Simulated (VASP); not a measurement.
The system is CuO.

```xyz
4
Lattice="2.3602 -1.7247 0.0000 2.3602 1.7247 0.0000 -0.8662 0.0000 5.0929" Properties=species:S:1:pos:R:3 pbc="T T T"
Cu    1.1801    0.8513    0.0000
Cu    0.7470   -0.8513    2.5465
O     2.0861   -0.2860    1.2921
O     1.6530    0.2860    3.8386
```

Base run:

```yaml
Program: VASP 6.6.1
Functional: BLYP
Potentials_or_basis: VASP PAW PBE potentials, release 64 (Cu, O)
Cutoff: 520 eV
k_mesh: 10 × 10 × 5
Occupations: fermi-dirac, width 0.05 eV
Spin: no spin polarisation
```

Its results: band gap on the k mesh zero (bands 17 and 18 overlap by 0.59 eV); pressure 9.4 GPa; largest force 0.762 eV/Å.

Problem. The run is repeated on the same cell with these changes: functional from BLYP to LDA; potentials or basis from VASP PAW PBE potentials, release 64 (Cu, O) to VASP PAW LDA potentials, release 64 (Cu, O). What comes out?

Solution. Band gap on the k mesh zero (bands 17 and 18 overlap by 0.61 eV); pressure -11.9 GPa; largest force 0.781 eV/Å.

Caveats: semilocal functionals often make such compounds metallic where correlation or magnetic order opens a gap, which also shifts bond lengths; the cell stands under pressure (at least some runs); the PAW data sets were made with another functional, which shifts forces and pressure a little (at least some runs); the stress differs along the axes, from -15 to -8 GPa (at least some runs).
